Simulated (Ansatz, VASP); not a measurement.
# Y: VASP beside Ansatz

File INCAR:

```
SYSTEM = Y
PREC     = Accurate       ! precision mode
ENCUT    = 520            ! plane-wave cutoff, eV
EDIFF    = 1E-7           ! SCF threshold, eV
ISMEAR   = -1             ! smearing method
SIGMA    = 0.05           ! smearing width, eV
LREAL    = .FALSE.        ! projectors in reciprocal space
LASPH    = .TRUE.         ! aspherical terms in the spheres
NELM     = 80             ! most SCF steps
ALGO     = Normal         ! electronic algorithm
ISIF     = 2              ! what is computed and relaxed
LWAVE    = .FALSE.        ! write WAVECAR
LCHARG   = .TRUE.         ! write CHGCAR
GGA      = PE             ! functional
LELF     = .TRUE.         ! ELF
LVHAR    = .TRUE.       
NBANDS   = 12             ! bands
```

The input KPOINTS:

```
regular mesh
0
G
  14 14 13
  0 0 0
```

POSCAR

```
Y
1.0
    2.5720085316      0.0000000000      0.0000000000
   -1.2860042658      2.2274247271      0.0000000000
    0.0000000000      0.0000000000      2.3512732700
Y
1
Direct
    0.0000000000      0.0000000000      0.0000000000
```

Input for Ansatz:

```yaml
crystal:
  lattice:
    - [2.5720085316, 0.0, 0.0]
    - [-1.2860042658, 2.2274247271, 0.0]
    - [0.0, 0.0, 2.35127327]
  atoms:
    - { symbol: "Y", position: [0.0, 0.0, 0.0] }
kpoints:
  mp_grid: { grid: [14, 14, 13] }
scf:
  occupations: { method: fermi_dirac, width: 0.05 }
hamiltonian:
  xc: pbe
  pseudopotentials: { kind: all_electron, datasets: crystal }
output:
  forces: true
  stress: true
  eigenvalues: true
```

Change from the starting cell: volume scaled by 0.4, crystal datasets.

Alike in both runs: task single point; functional PBE; k mesh 14 × 14 × 13; occupations fermi-dirac, width 0.05 eV; no spin polarisation.

|  | VASP | Ansatz |
| --- | --- | --- |
| version | VASP 6.6.1 | Ansatz 0.2.0 |
| potentials or method | VASP PAW PBE potentials, release 64 (Y_sv), cutoff 520 eV | all-electron PAW with datasets made for the crystal, scalar-relativistic |

|  | VASP | Ansatz | Ansatz less VASP |
| --- | --- | --- | --- |
| pressure (GPa) | 141.9 | 141.7 | -0.21 |
| traceless stress, the component that is largest in VASP (GPa) | 0.51 | 0.24 | -0.271 |

Both programs put the cell under a high pressure, so it lies far from rest at this level. Ansatz ran all-electron here, and VASP with PAW potentials.

Noted on VASP's run: the cell as given lies far from equilibrium.
